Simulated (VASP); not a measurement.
# TiCo (R-3m) in VASP: a series of runs, part 2 of 2

VASP 6.6.1. The steps go on from the part before.

### Step 3. Single point, r2SCAN

This run uses another cell than the first one, of 13.60 Å³/atom.

POSCAR reads:

```
TiCo
1.0
   -1.5616396401     -1.5616396401     -3.5762512541
   -1.5616396401     -3.5762512541     -1.5616396401
   -3.5762512541     -1.5616396401     -1.5616396401
Co Ti
1 1
Direct
    0.0000000000      0.0000000000      0.0000000000
    0.5000000000      0.5000000000      0.5000000000
```

INCAR.step1 reads:

```
SYSTEM = TiCo
PREC = Accurate ; ENCUT = 520
ISMEAR = 0 ; SIGMA = 0.1
LREAL = .False. ; LASPH = .True.
NELM = 100 ; NBANDS = 18
GGA = PE ; ALGO = Normal
EDIFF = 1E-4 ; LWAVE = .True.
LCHARG = .False.
```

INCAR.step2 reads:

```
SYSTEM = TiCo
PREC = Accurate ; ENCUT = 520
EDIFF = 1E-6 ; ISMEAR = 0
SIGMA = 0.1 ; LREAL = .False.
LASPH = .True. ; NELM = 100
ALGO = Normal ; ISIF = 2
LWAVE = .False. ; LCHARG = .False.
METAGGA = R2SCAN ; LMIXTAU = .True.
NBANDS = 18 ; ISTART = 1
```

KPOINTS reads:

```
Automatic mesh
0
Gamma
  18 18 18
  0 0 0
```

Potentials or basis: VASP PAW PBE potentials, release 64 (Co, Ti_sv).

Command:

```console
cat potpaw_PBE.64/Co/POTCAR potpaw_PBE.64/Ti_sv/POTCAR > POTCAR
cp INCAR.step1 INCAR
mpirun -np 1 vasp_std > vasp.out
cp INCAR.step2 INCAR
mpirun -np 1 vasp_std > vasp.out
```

OUTCAR:

```text
SYSTEM = TiCo
   PREC = Accurate
   ENCUT = 520
   EDIFF = 1E-6
   ISMEAR = 0
   LREAL = .False.
   LASPH = .True.
   NELM = 100
   ISIF = 2
   METAGGA = R2SCAN
   ISTART = 1

 ion  position               nearest neighbor table
   1  0.000  0.000  0.000-   2 2.54   2 2.54   2 2.54   2 2.54   2 2.54   2 2.54
   2  0.500  0.500  0.500-   1 2.54   1 2.54   1 2.54   1 2.54   1 2.54   1 2.54

  LATTYP: Found a trigonal (rhomboedric) cell.
 ALAT       =     4.2032142181
 COS(alpha) =     0.7702689923

  Lattice vectors:

 A1 = (  -1.5616396401,  -1.5616396401,  -3.5762512541)
[... 191 lines left out ...]
      6       5.6767      2.00000
[... 481 lines left out ...]
      5       3.4426      2.00000
      6       6.6274      2.00000
[... 10 lines left out ...]
     17      20.0057      0.00000
     18      21.4352      0.00000

 [... further k-points ...]
[... 5 lines left out ...]
  --------------------------------------------------------------------------------------
  -------------------------------------------------------------------------------------
  Total       -0.6905900     -0.6905900     -0.6905900     -0.3923980     -0.3923980     -0.3923980
  in kB      -40.6915098    -40.6915098    -40.6915098    -23.1211974    -23.1211974    -23.1211974
  external PRESSURE =     -40.6915098 kB  Pullay stress =       0.0000000 kB

 VOLUME and BASIS-vectors are now :
 -----------------------------------------------------------------------------
  energy-cutoff  :      520.00
  volume of cell :       27.19
      direct lattice vectors                 reciprocal lattice vectors
    -1.561639640 -1.561639640 -3.576251254     0.115703133  0.115703133 -0.380670457
    -1.561639640 -3.576251254 -1.561639640     0.115703133 -0.380670457  0.115703133
    -3.576251254 -1.561639640 -1.561639640    -0.380670457  0.115703133  0.115703133

 POSITION                                       TOTAL-FORCE (eV/Angst)
 -----------------------------------------------------------------------------------
      0.00000      0.00000      0.00000         0.000000      0.000000     -0.000000
     -3.34977     -3.34977     -3.34977        -0.000000     -0.000000      0.000000
 -----------------------------------------------------------------------------------
    total drift:                                0.000000     -0.000000      0.000000

  FREE ENERGIE OF THE ION-ELECTRON SYSTEM (eV)
  ---------------------------------------------------
  free  energy   TOTEN  =       -26.0618580933 eV

  energy  without entropy=      -26.0515877985  energy(sigma->0) =      -26.05672295
```

OUTCAR.step1:

```text
SYSTEM = TiCo
   PREC = Accurate
   ENCUT = 520
   ISMEAR = 0
   LREAL = .False.
   LASPH = .True.
[... 726 lines left out ...]
      0.00000      0.00000      0.00000        -0.000000     -0.000000      0.000000
     -3.34977     -3.34977     -3.34977         0.000000      0.000000     -0.000000
 -----------------------------------------------------------------------------------
    total drift:                                0.000000     -0.000000      0.000000

  FREE ENERGIE OF THE ION-ELECTRON SYSTEM (eV)
  ---------------------------------------------------
  free  energy   TOTEN  =       -15.0361539323 eV

  energy  without entropy=      -15.0244194096  energy(sigma->0) =      -15.03028667
```

Run time: 26 min. Hardware: 1 thread of Intel Xeon Platinum 8259CL at 2.50GHz (Skylake/Cascade Lake), shared host; peak memory 0.43 GiB.

Results:

```yaml
Free_energy: -26.0619 eV
Pressure: -4.1 GPa
Band_gap_on_the_k_mesh: zero (an odd number of electrons rules out a gap without spin polarisation)
```

Caveat: the cell stands under tension; the PAW data sets were made with another functional, which shifts forces and pressure a little; the run has no spin polarisation, though such a crystal can be magnetic. Spin polarisation is off, so any magnetic state and its effect on volume and gap are missing.

### Step 4. Single point, r2SCAN

This run uses another cell than the first one, of 14.14 Å³/atom.

POSCAR reads:

```
TiCo
1.0
   -1.5821898867     -1.5821898867     -3.6233125885
   -1.5821898867     -3.6233125885     -1.5821898867
   -3.6233125885     -1.5821898867     -1.5821898867
Co Ti
1 1
Direct
    0.0000000000      0.0000000000      0.0000000000
    0.5000000000      0.5000000000      0.5000000000
```

INCAR.step1 reads:

```
PREC = Accurate
ENCUT = 520
ISMEAR = 0
SIGMA = 0.1
LREAL = F
LASPH = T
NELM = 80
NBANDS = 18
GGA = PE
ALGO = Normal
EDIFF = 1E-4
LWAVE = T
LCHARG = F
```

INCAR.step2 reads:

```
PREC = Accurate
ENCUT = 520
EDIFF = 1E-6
ISMEAR = 0
SIGMA = 0.1
LREAL = F
LASPH = T
NELM = 80
ALGO = Normal
ISIF = 2
LWAVE = F
LCHARG = F
METAGGA = R2SCAN
LMIXTAU = T
NBANDS = 18
ISTART = 1
```

KPOINTS reads:

```
Automatic mesh
0
Gamma
  18 18 18
```

Potentials or basis: VASP PAW PBE potentials, release 64 (Co, Ti_sv).

Command:

```console
cat potpaw_PBE.64/Co/POTCAR potpaw_PBE.64/Ti_sv/POTCAR > POTCAR
cp INCAR.step1 INCAR
mpirun -np 1 vasp_std > vasp.out
cp INCAR.step2 INCAR
mpirun -np 1 vasp_std > vasp.out
```

OUTCAR:

```text
PREC = Accurate
   ENCUT = 520
   EDIFF = 1E-6
   ISMEAR = 0
   LREAL = F
   LASPH = T
   NELM = 80
   ISIF = 2
   METAGGA = R2SCAN
   ISTART = 1

 ion  position               nearest neighbor table
   1  0.000  0.000  0.000-   2 2.57   2 2.57   2 2.57   2 2.57   2 2.57   2 2.57
   2  0.500  0.500  0.500-   1 2.57   1 2.57   1 2.57   1 2.57   1 2.57   1 2.57

  LATTYP: Found a trigonal (rhomboedric) cell.
 ALAT       =     4.2585260113
 COS(alpha) =     0.7702689923

[... 190 lines left out ...]
      2     -25.6593      2.00000
      3     -25.2794      2.00000
      4     -25.2794      2.00000
      5       1.2939      2.00000
      6       5.3693      2.00000
[... 481 lines left out ...]
      5       3.0613      2.00000
      6       6.2766      2.00000
[... 10 lines left out ...]
     17      19.1386      0.00000
     18      20.5358      0.00000

 [... further k-points ...]
[... 5 lines left out ...]
  --------------------------------------------------------------------------------------
  -------------------------------------------------------------------------------------
  Total       -1.7050072     -1.7050072     -1.7050072     -0.4323863     -0.4323863     -0.4323863
  in kB      -96.5998416    -96.5998416    -96.5998416    -24.4975184    -24.4975184    -24.4975184
  external PRESSURE =     -96.5998416 kB  Pullay stress =       0.0000000 kB

 VOLUME and BASIS-vectors are now :
 -----------------------------------------------------------------------------
  energy-cutoff  :      520.00
  volume of cell :       28.28
      direct lattice vectors                 reciprocal lattice vectors
    -1.582189887 -1.582189887 -3.623312589     0.114200325  0.114200325 -0.375726125
    -1.582189887 -3.623312589 -1.582189887     0.114200325 -0.375726125  0.114200325
    -3.623312589 -1.582189887 -1.582189887    -0.375726125  0.114200325  0.114200325

 POSITION                                       TOTAL-FORCE (eV/Angst)
 -----------------------------------------------------------------------------------
      0.00000      0.00000      0.00000         0.000000     -0.000000      0.000000
     -3.39385     -3.39385     -3.39385        -0.000000      0.000000     -0.000000
 -----------------------------------------------------------------------------------
    total drift:                                0.000000     -0.000000      0.000000

  FREE ENERGIE OF THE ION-ELECTRON SYSTEM (eV)
  ---------------------------------------------------
  free  energy   TOTEN  =       -26.0148868901 eV

  energy  without entropy=      -26.0041827373  energy(sigma->0) =      -26.00953481
```

OSZICAR.step1:

```text
N       E                     dE             d eps       ncg     rms          rms(c)
DAV:   1     0.170118227434E+03    0.17012E+03   -0.10096E+04 21152   0.142E+03
DAV:   2    -0.205465990460E+01   -0.17217E+03   -0.16652E+03 21316   0.347E+02
DAV:   3    -0.164720243231E+02   -0.14417E+02   -0.14155E+02 32330   0.953E+01
DAV:   4    -0.170772178848E+02   -0.60519E+00   -0.59991E+00 25684   0.168E+01
DAV:   5    -0.170993303846E+02   -0.22112E-01   -0.22108E-01 26292   0.323E+00    0.133E+01
DAV:   6    -0.183283589415E+02   -0.12290E+01   -0.28600E+01 22168   0.619E+01    0.167E+01
DAV:   7    -0.156383852231E+02    0.26900E+01   -0.20669E+01 26518   0.450E+01    0.111E+01
DAV:   8    -0.150444614834E+02    0.59392E+00   -0.41872E+00 29948   0.181E+01    0.231E+00
DAV:   9    -0.150117564749E+02    0.32705E-01   -0.25350E-01 31852   0.488E+00    0.174E+00
DAV:  10    -0.150100855149E+02    0.16710E-02   -0.77245E-02 26008   0.291E+00    0.371E-01
DAV:  11    -0.150085338156E+02    0.15517E-02   -0.57596E-03 22636   0.908E-01    0.128E-01
DAV:  12    -0.150085282831E+02    0.55325E-05   -0.46844E-04 23670   0.206E-01
   1 F= -.15008528E+02 E0= -.15002408E+02  d E =-.122411E-01
```

Run time: 26 min. Hardware: 1 thread of Intel Xeon Platinum 8259CL at 2.50GHz (Skylake/Cascade Lake), shared host; peak memory 0.45 GiB.

Results:

| Item | Value |
| --- | --- |
| Free energy | -26.0149 eV |
| Pressure | -9.7 GPa |
| Band gap on the k mesh | zero (an odd number of electrons rules out a gap without spin polarisation) |

Caveat: the cell stands under tension; the PAW data sets were made with another functional, which shifts forces and pressure a little; the run has no spin polarisation, though such a crystal can be magnetic.

### Step 5. Summary

```tsv
spin	cell	k mesh	gap on the mesh (eV)	pressure (GPa)
collinear, ferromagnetic start	a = 4.727 Å, angles 33.6°, 2 atoms	6 × 6 × 6	none	-6.2
off	a = 4.203 Å, angles 39.6°, 2 atoms	18 × 18 × 18	none	-4.1
off	a = 4.259 Å, angles 39.6°, 2 atoms	18 × 18 × 18	none	-9.7
```

Alike in all rows: task single point; level r2SCAN; potentials or basis VASP PAW PBE potentials, release 64 (Co, Ti_sv); cutoff (eV) 520; smearing gaussian 0.1 eV.

Caveats: some runs use coarse meshes; the PAW data sets were made with another functional, which shifts forces and pressure a little; the cell stands under tension (at least some runs).

Absolute energies hang on the potentials; compare differences alone.
